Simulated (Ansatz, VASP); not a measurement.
**One calculation of Si2GeN, two programs**

```
Si Ge N
1.0
     2.66858    0.00000    0.00000
     0.00000    4.15549    0.00000
     0.00000    0.00000    5.75730
Si Ge N
2 1 1
Direct
  0.50000 0.00000 0.23337
  0.50000 0.00000 0.76663
  0.50000 0.50000 0.50000
  0.00000 0.00000 0.00000
```

Change from the starting cell: species swapped into the CuAgO2 type (Pmmm, No. 47).

Alike in both runs: functional PBE; k mesh 18 × 12 × 8; occupations gaussian, width 0.1 eV; no spin polarisation.

Ansatz relaxed the structure, and its values are those at the end. VASP's run is a single point on that final structure, the one shown.

|  | VASP | Ansatz |
| --- | --- | --- |
| version | VASP 6.6.1 | Ansatz 0.2.0 |
| potentials or method | VASP PAW PBE potentials, release 64 (Si, Ge_d, N), cutoff 520 eV | scalar-relativistic, plane waves, PAW |
| valence electrons in the cell | 27 | 27 |

VASP gave:

- gap on the k mesh at the Fermi level (eV): none
- pressure (GPa): -0.1
- rms of the force components (eV/Å): 0.008

Problem. Which values does Ansatz return?

Solution. gap on the k mesh at the Fermi level (eV): none; pressure (GPa): 0.0; rms of the force components (eV/Å): 0.000.

A gap of «none» marks a metal or a gap that the smearing closes.
